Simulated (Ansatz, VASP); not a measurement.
**Two plane-wave programs on KI2**

Contents of INCAR:

```
SYSTEM = KI2
ALGO = Normal ; EDIFF = 1E-6
EDIFFG = -0.01 ; ENCUT = 600
GGA = PE ; IBRION = 2
ISIF = 3 ; ISMEAR = 0
LASPH = .True. ; LCHARG = .False.
LREAL = .False. ; LWAVE = .False.
NELM = 60 ; NSW = 100
PREC = Accurate ; SIGMA = 0.1
```

The input KPOINTS:

```
k-points
0
Gamma
  10 10 10
  0 0 0
```

Contents of POSCAR:

```
KI2
1.0
    0.0000000000      4.1490560815      4.1490560815
    4.1490560815      0.0000000000      4.1490560815
    4.1490560815      4.1490560815      0.0000000000
K I
1 2
Direct
    0.0000000000      0.0000000000      0.0000000000
    0.7500000000      0.7500000000      0.7500000000
    0.2500000000      0.2500000000      0.2500000000
```

Input for Ansatz:

```yaml
crystal:
  lattice:
    - [0.0, 4.1490560815, 4.1490560815]
    - [4.1490560815, 0.0, 4.1490560815]
    - [4.1490560815, 4.1490560815, 0.0]
  atoms:
    - { symbol: K, position: [0.0, 0.0, 0.0] }
    - { symbol: I, position: [0.75, 0.75, 0.75] }
    - { symbol: I, position: [0.25, 0.25, 0.25] }
basis:
  ecutwfc: 420
kpoints:
  mp_grid: { grid: [10, 10, 10] }
hamiltonian:
  xc: pbe
scf:
  occupations: { method: gaussian, width: 0.1 }
output:
  forces: true
  stress: true
  eigenvalues: true
relax:
  adjacent_minimum: "off"
  f_tol: 0.01
  max_steps: 80
  cell: { stress_tol: 0.05 }
```

Change from the starting cell: species swapped into the Li2Se type (Fm-3m, No. 225).

Alike in both runs: task relaxation of cell and atoms; functional PBE; k mesh 10 × 10 × 10; occupations gaussian, width 0.1 eV; no spin polarisation.

|  | VASP | Ansatz |
| --- | --- | --- |
| version | VASP 6.6.1 | Ansatz 0.2.0 |
| potentials or method | VASP PAW PBE potentials, release 64 (K_sv, I), cutoff 600 eV | scalar-relativistic, plane waves, PAW |
| valence electrons in the cell | 23 | 43 |

```csv
,VASP,Ansatz,Ansatz less VASP
"gap on the k mesh at the Fermi level, each at its own relaxed structure (eV)",none,none,-
relaxed volume (Å³/atom),47.62,47.62,0.000
relaxed length of the cell vector where the two differ most in proportion (Å),5.868,5.868,0.0000
```

A gap of «none» marks a metal or a gap that the smearing closes. VASP's potentials hold 23 valence electrons a cell and Ansatz's 43, so a difference there can come from the potentials and not from the codes.

Spin-orbit coupling is off throughout. Noted on VASP's run: the relaxation stopped at its first step, so nothing moved.
